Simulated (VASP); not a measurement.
SiC, 8 atoms in the cell. The typed cell holds 8 atoms: a = 3.076 Å, b = 3.076 Å, c = 10.071 Å, α = 90.00°, β = 90.00°, γ = 120.00°.  This cell differs from its parent crystal: atom 1 (Si) moved -0.338 Å along Cartesian [1 -1 0].

```yaml
Program: VASP 6.6.1
Task: single point
Functional: PBE
Potentials_or_basis: VASP PAW PBE potentials, release 64 (Si, C)
Cutoff: 520 eV
k_mesh: 12 × 12 × 4
Occupations: gaussian, width 0.05 eV
Spin: no spin polarisation
Dipole_correction: no
Further_INCAR_settings: ALGO = Normal; EDIFF = 1e-07; NBANDS = 26
```

Potentials or basis: VASP PAW PBE potentials, release 64 (Si, C).

Run with:

```bash
$ cat potpaw_PBE.64/Si/POTCAR potpaw_PBE.64/C/POTCAR > POTCAR
$ mpirun -np 1 vasp_std > vasp.out
```

Hardware: 1 thread of Intel(R) Xeon(R) Platinum 8259CL CPU @ 2.50GHz (Skylake/Cascade Lake), on a shared host.

Problem. Estimate the wall time of this run.

Solution. Wall time 7.8 min on 1 thread of Intel(R) Xeon(R) Platinum 8259CL CPU @ 2.50GHz (Skylake/Cascade Lake), with other jobs on the host, peak memory 0.53 GiB. Counts: scf iterations 15, k points 292.
